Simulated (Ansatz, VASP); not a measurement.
## Pb: VASP beside Ansatz

```
Pb
1.0
    -0.10015    2.43342    2.56108
     2.27498   -0.10015    2.56108
     2.17483    2.33327    0.00000
Pb
1
Direct
  0.00000 0.00000 0.00000
```

Alike in both runs: task single point; functional PBEsol; k mesh 14 × 14 × 14; occupations gaussian, width 0.1 eV; no spin polarisation.

```csv
,VASP,Ansatz
version,VASP 6.6.1,Ansatz 0.2.0
potentials or method,"VASP PAW PBE potentials, release 64 (Pb_d), cutoff 520 eV","scalar-relativistic, plane waves, PAW"
valence electrons in the cell,14,14
```

|  | VASP | Ansatz | Ansatz less VASP |
| --- | --- | --- | --- |
| gap on the k mesh at the Fermi level (eV) | none | none | - |
| pressure (GPa) | 3.5 | 3.6 | +0.09 |
| traceless stress, the component that is largest in VASP (GPa) | 3.14 | 3.14 | +0.009 |

VASP's potentials were made for PBE, not for PBEsol. A gap of «none» marks a metal or a gap that the smearing closes. With one functional, cell and mesh, what is left measures potentials, basis and numerics.

Neither program's run includes spin-orbit coupling.
